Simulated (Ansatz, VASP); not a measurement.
# BaTiO3 in VASP and in Ansatz

File POSCAR:

```
BaTiO3
1.0
    4.0280749900      0.0000000000      0.0000000000
    0.0000000000      4.0280749900      0.0000000000
    0.0000000000      0.0000000000      8.0561499800
Ba Ti O
2 2 6
Direct
    0.0000000000      0.0000000000      0.0000000000
    0.0000000000      0.0000000000      0.5000000000
    0.5000000000      0.5000000000      0.2500000000
    0.5000000000      0.5000000000      0.7500000000
    0.5000000000      0.5000000000      0.0000000000
    0.5000000000      0.5000000000      0.5000000000
    0.0000000000      0.5000000000      0.2500000000
    0.0000000000      0.5000000000      0.7500000000
    0.5000000000      0.0000000000      0.2500000000
    0.5000000000      0.0000000000      0.7500000000
```

The input INCAR.step1:

```
PREC     = Accurate       # precision mode
ENCUT    = 520            # plane-wave cutoff, eV
ISMEAR   = -1             # smearing method
SIGMA    = 0.0303         # smearing width, eV
LREAL    = False          # projectors in reciprocal space
LASPH    = True           # aspherical terms in the spheres
NELM     = 150            # most SCF steps
LMAXMIX  = 4              # l up to which the mixer works
LDAU     = True           # DFT+U
LDAUTYPE = 2            
LDAUL    = -1 2 -1        # shell
LDAUU    = 0 3.42 0       # U, eV
LDAUJ    = 0 0 0        
NBANDS   = 51             # bands
GGA      = PE             # functional
ALGO     = Normal         # electronic algorithm
EDIFF    = 1E-4           # SCF threshold, eV
LWAVE    = True           # write WAVECAR
LCHARG   = False          # write CHGCAR
```

The input INCAR.step2:

```
PREC     = Accurate       # precision mode
ENCUT    = 520            # plane-wave cutoff, eV
EDIFF    = 1E-7           # SCF threshold, eV
ISMEAR   = -1             # smearing method
SIGMA    = 0.0303         # smearing width, eV
LREAL    = False          # projectors in reciprocal space
LASPH    = True           # aspherical terms in the spheres
NELM     = 150            # most SCF steps
ALGO     = Normal         # electronic algorithm
ISIF     = 2              # what is computed and relaxed
LWAVE    = False          # write WAVECAR
LCHARG   = True           # write CHGCAR
LMAXMIX  = 4              # l up to which the mixer works
LDAU     = True           # DFT+U
LDAUTYPE = 2            
LDAUL    = -1 2 -1        # shell
LDAUU    = 0 3.42 0       # U, eV
LDAUJ    = 0 0 0        
LDAUPRINT= 1            
METAGGA  = R2SCAN         # meta-GGA
LMIXTAU  = True         
LELF     = True           # ELF
LVHAR    = True         
NBANDS   = 51             # bands
ISTART   = 1
```

The input KPOINTS:

```
Automatic mesh
0
Gamma
  6 6 3
```

Input for Ansatz:

```yaml
crystal:
  lattice:
    - [4.02807499, 0.0, 0.0]
    - [0.0, 4.02807499, 0.0]
    - [0.0, 0.0, 8.05614998]
  atoms:
    - { symbol: Ba, position: [0.0, 0.0, 0.0] }
    - { symbol: Ba, position: [0.0, 0.0, 0.5] }
    - { symbol: Ti, position: [0.5, 0.5, 0.25] }
    - { symbol: Ti, position: [0.5, 0.5, 0.75] }
    - { symbol: O, position: [0.5, 0.5, 0.0] }
    - { symbol: O, position: [0.5, 0.5, 0.5] }
    - { symbol: O, position: [0.0, 0.5, 0.25] }
    - { symbol: O, position: [0.0, 0.5, 0.75] }
    - { symbol: O, position: [0.5, 0.0, 0.25] }
    - { symbol: O, position: [0.5, 0.0, 0.75] }
  symmetry: { tolerance: 0.0003 }
kpoints:
  mp_grid: { grid: [6, 6, 3], shift: [0, 0, 0] }
  band_path:
    path:
      - [0.0, 0.0, 0.0]
      - [0.0, 0.5, 0.0]
      - [0.5, 0.5, 0.0]
      - [0.0, 0.0, 0.0]
      - [0.5, 0.5, 1.0]
      - [0.0, 0.5, 0.0]
      - [0.5, 0.5, 1.0]
      - [0.5, 0.5, 0.0]
    npoints: 8
magnetization:
  spin_polarized: false
scf:
  occupations: { method: fermi_dirac, width: 0.0303 }
  lower_state_search: "off"
  max_iter: 200
hamiltonian:
  pseudopotentials: { kind: paw }
  xc: r2scan
  hubbard:
    projectors: all-electron-ortho-atomic
    sites: [{ species: Ti, l: d, u_eff: 3.42 }]
basis:
  ecutwfc: 500
  fft_grid_basis: typed
output:
  forces: true
  stress: true
  eigenvalues: true
  bader: true
  populations: true
  elf: true
  write_potential: true
  volumetric_format: npy
  dos:
    e_range: [-12, 8]
    de: 0.05
    projected: { site_lists: { Ba: [Ba], O: [O], Ti: [Ti] } }
checkpoint:
  read: saved_state
```

Alike in both runs: task single point; functional r2SCAN; k mesh 6 × 6 × 3; occupations fermi-dirac, width 0.0303 eV; no spin polarisation; Hubbard terms Ti d U = 3.42 eV.

|  | VASP | Ansatz |
| --- | --- | --- |
| version | VASP 6.6.1 | Ansatz 0.2.0 |
| potentials or method | VASP PAW PBE potentials, release 64 (Ba_sv, Ti_sv, O), cutoff 520 eV | PAW plane waves |
| valence electrons in the cell | 80 | 80 |

```tsv
	VASP	Ansatz	Ansatz less VASP
gap on the k mesh at the Fermi level (eV)	2.53	2.53	-0.006
pressure (GPa)	0.0	-3.3	-3.33
```

VASP's potentials were made for PBE, not for r2SCAN. The programs project onto different local orbitals, so the same U acts differently, and such runs can settle in different states.

Spin-orbit coupling is off throughout.
